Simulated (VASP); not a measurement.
A run of VASP 6.6.1:

File INCAR:

```
SYSTEM = HfO2
PREC = Accurate
ENCUT = 520
EDIFF = 1E-6
ISMEAR = 0
SIGMA = 0.05
LREAL = .FALSE.
LASPH = .TRUE.
NELM = 80
ALGO = Normal
ISIF = 2
LWAVE = .FALSE.
LCHARG = .FALSE.
GGA = PS
NBANDS = 18
```

File KPOINTS:

```
Automatic mesh
0
G
  8 8 8
  0 0 0
```

The input POSCAR:

```
HfO2
1.0
   -0.0671399154      2.4889482349      2.4889482349
    2.4889482349     -0.0671399154      2.4889482349
    2.4889482349      2.4889482349     -0.0671399154
Hf O
1 2
Direct
    0.0000000000      0.0000000000      0.0000000000
    0.2500000000      0.2500000000      0.2500000000
    0.7500000000      0.7500000000      0.7500000000
```

Potentials or basis: VASP PAW PBE potentials, release 64 (Hf_pv, O).

Launch:

```sh
$ cat potpaw_PBE.64/Hf_pv/POTCAR potpaw_PBE.64/O/POTCAR > POTCAR
$ mpirun -np 1 vasp_std > vasp.out
```

Hardware: 1 thread of AMD EPYC 7R43 64-Core Processor (Zen 3), on a shared host.

Estimate the wall time of this run.

Run time: 32 s on 1 thread of AMD EPYC 7R43 64-Core Processor (Zen 3), with other jobs on the host, peak memory 0.14 GiB. Counts: scf iterations 13, k points 65.
